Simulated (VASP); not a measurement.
Input of a VASP 6.6.1 run:

Contents of INCAR:

```
PREC     = Accurate       # precision mode
ENCUT    = 520            # plane-wave cutoff, eV
EDIFF    = 1E-6           # SCF threshold, eV
ISMEAR   = 0              # smearing method
SIGMA    = 0.05           # smearing width, eV
LREAL    = False          # projectors in reciprocal space
LASPH    = True           # aspherical terms in the spheres
NELM     = 100            # most SCF steps
ALGO     = Normal         # electronic algorithm
ISIF     = 2              # what is computed and relaxed
LWAVE    = False          # write WAVECAR
LCHARG   = True           # write CHGCAR
GGA      = PE             # functional
LELF     = True           # ELF
LVHAR    = True         
NBANDS   = 16             # bands
```

File KPOINTS:

```
regular mesh
0
Gamma
  10 10 10
```

File POSCAR:

```
ZnS
1.0
    0.0000000000      2.7046500000      2.7046500000
    2.7046500000      0.0000000000      2.7046500000
    2.7046500000      2.7046500000      0.0000000000
Zn S
1 1
Direct
    0.0000000000      0.0000000000      0.0000000000
    0.7303919144      0.7500000000      0.7500000000
```

Potentials or basis: VASP PAW PBE potentials, release 64 (Zn, S).

Run with:

```console
$ cat potpaw_PBE.64/Zn/POTCAR potpaw_PBE.64/S/POTCAR > POTCAR
$ mpirun -np 1 vasp_std > vasp.out
```

(1) Estimate the pressure.

(2) Estimate the largest force.

(3) Predict the band gap on the k mesh.

Results:

(1) 1.7 GPa.

(2) 0.441 eV/Å.

(3) 2.05 eV.

Caveat: the cell differs from its parent crystal (all S atoms moved +0.075 Å, as atom 2 towards its neighbour atom 2 (S) at 3.825 Å).
